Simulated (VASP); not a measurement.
A run of VASP 6.6.1 is set up as follows.

File INCAR:

```
PREC = Accurate ; ENCUT = 520
EDIFF = 1E-6 ; ISMEAR = -1
SIGMA = 0.1 ; LREAL = False
LASPH = True ; NELM = 100
ALGO = Normal ; ISIF = 2
LWAVE = False ; LCHARG = True
LELF = True ; LVHAR = True
NBANDS = 26
```

Contents of KPOINTS:

```
Automatic mesh
0
Gamma
  7 7 7
```

POSCAR

```
Si
1.0
    4.8514778354      0.0000000000      0.0000000000
    0.0000000000      4.8514778354      0.0000000000
    0.0000000000      0.0000000000      4.8514778354
Si
8
Direct
    0.0000000000      0.0000000000      1.0000000000
    0.5000000000      0.5000000000      0.5000000000
    0.2500000000      1.0000000000      0.5000000000
    0.7500000000      1.0000000000      0.5000000000
    0.5000000000      0.2500000000      1.0000000000
    0.5000000000      0.7500000000      1.0000000000
    1.0000000000      0.5000000000      0.2500000000
    1.0000000000      0.5000000000      0.7500000000
```

Potentials or basis: VASP PAW LDA potentials, release 64 (Si).

The run is started by

```console
$ cat potpaw_LDA.64/Si/POTCAR > POTCAR
$ mpirun -np 1 vasp_std > vasp.out
```

Task: Predict the pressure.

Result: 0.2 GPa.

Task: Predict the band gap on the k mesh.

Result: Zero (band 16 reaches 11.15 eV, above the bottom of band 17 at 8.75 eV).
